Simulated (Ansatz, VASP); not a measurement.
**ZrB2W3 in VASP and in Ansatz**

```
Zr B W
1.0
     2.87059   -4.37743    0.00000
     2.87059    4.37743    0.00000
     0.00000    0.00000    2.85738
Zr B W
1 2 3
Direct
  0.50000 0.50000 0.00000
  0.21563 0.78437 0.00000
  0.78437 0.21563 0.00000
  0.00000 0.00000 0.00000
  0.50000 0.00000 0.50000
  0.00000 0.50000 0.50000
```

Change from the starting cell: species swapped into the NaH2Pd3 type (Cmmm, No. 65).

Alike in both runs: task single point; functional PBE; k mesh 4 × 4 × 6; occupations gaussian, width 0.1 eV; no spin polarisation.

|  | VASP | Ansatz |
| --- | --- | --- |
| version | VASP 6.6.1 | Ansatz 0.2.0 |
| potentials or method | VASP PAW PBE potentials, release 64 (Zr_sv, B, W_sv), cutoff 520 eV | scalar-relativistic, plane waves, PAW |
| valence electrons in the cell | 60 | 60 |

VASP gave:

```
gap on the k mesh at the Fermi level (eV) : none
rms of the force components (eV/Å)        : 1.526
```

Task: Which values does Ansatz return?

Result: gap on the k mesh at the Fermi level (eV): none; rms of the force components (eV/Å): 1.513.

Atom by atom the forces differ by 0.013 eV/Å (rms over components). A gap of «none» marks a metal or a gap that the smearing closes.

The k mesh is coarse, so the values compare programs but aren't converged. Neither program's run includes spin-orbit coupling.
